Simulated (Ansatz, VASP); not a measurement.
Two plane-wave programs on Ru

File POSCAR:

```
Ru
1.0
    2.7023482492      0.0000000000      0.0000000000
   -1.3511741246      2.3403022337      0.0000000000
    0.0000000000      0.0000000000      4.4899287107
Ru
2
Direct
    0.3333333333      0.6666666667      0.2500000000
    0.6666666667      0.3333333333      0.7500000000
```

INCAR.step1

```
SYSTEM = Ru
ALGO = Normal
EDIFF = 1E-5
ENCUT = 620
GGA = PE
GGA_COMPAT = .FALSE.
ISMEAR = 0
LASPH = .TRUE.
LCHARG = .FALSE.
LREAL = .FALSE.
LWAVE = .TRUE.
NBANDS = 23
NELM = 120
PREC = Accurate
SIGMA = 0.15
```

INCAR.step2

```
SYSTEM = Ru
ALGO = Normal
EDIFF = 1E-6
ENCUT = 620
GGA_COMPAT = .FALSE.
ISIF = 2
ISMEAR = 0
ISTART = 1
LASPH = .TRUE.
LCHARG = .FALSE.
LMIXTAU = .TRUE.
LREAL = .FALSE.
LWAVE = .FALSE.
METAGGA = R2SCAN
NBANDS = 23
NELM = 120
PREC = Accurate
SIGMA = 0.15
```

File KPOINTS:

```
k-points
0
G
  24 24 14
  0 0 0
```

Input for Ansatz:

```yaml
crystal:
  lattice:
    - [2.7023482492, 0.0, 0.0]
    - [-1.3511741246, 2.3403022337, 0.0]
    - [0.0, 0.0, 4.4899287107]
  atoms:
    - { symbol: Ru, position: [0.3333333333, 0.6666666667, 0.25] }
    - { symbol: Ru, position: [0.6666666667, 0.3333333333, 0.75] }
basis:
  ecutwfc: 500
kpoints:
  mp_grid: { grid: [24, 24, 14] }
hamiltonian:
  xc: r2scan
scf:
  occupations: { method: gaussian, width: 0.15 }
output:
  forces: true
  stress: true
  eigenvalues: true
```

Change from the starting cell: strain +0.0525 x Voigt [0, 0, 1, 0, 0, 0], atoms carried along.

Alike in both runs: task single point; functional r2SCAN; k mesh 24 × 24 × 14; occupations gaussian, width 0.15 eV; no spin polarisation.

|  | VASP | Ansatz |
| --- | --- | --- |
| version | VASP 6.6.1 | Ansatz 0.2.0 |
| potentials or method | VASP PAW PBE potentials, release 64 (Ru_sv), cutoff 620 eV | scalar-relativistic, plane waves, PAW |
| valence electrons in the cell | 32 | 32 |

|  | VASP | Ansatz | Ansatz less VASP |
| --- | --- | --- | --- |
| gap on the k mesh at the Fermi level (eV) | none | none | - |
| pressure (GPa) | -14.8 | -14.9 | -0.08 |
| traceless stress, the component that is largest in VASP (GPa) | -14.67 | -14.65 | +0.018 |

VASP's potentials were made for PBE, not for r2SCAN. A gap of «none» marks a metal or a gap that the smearing closes.
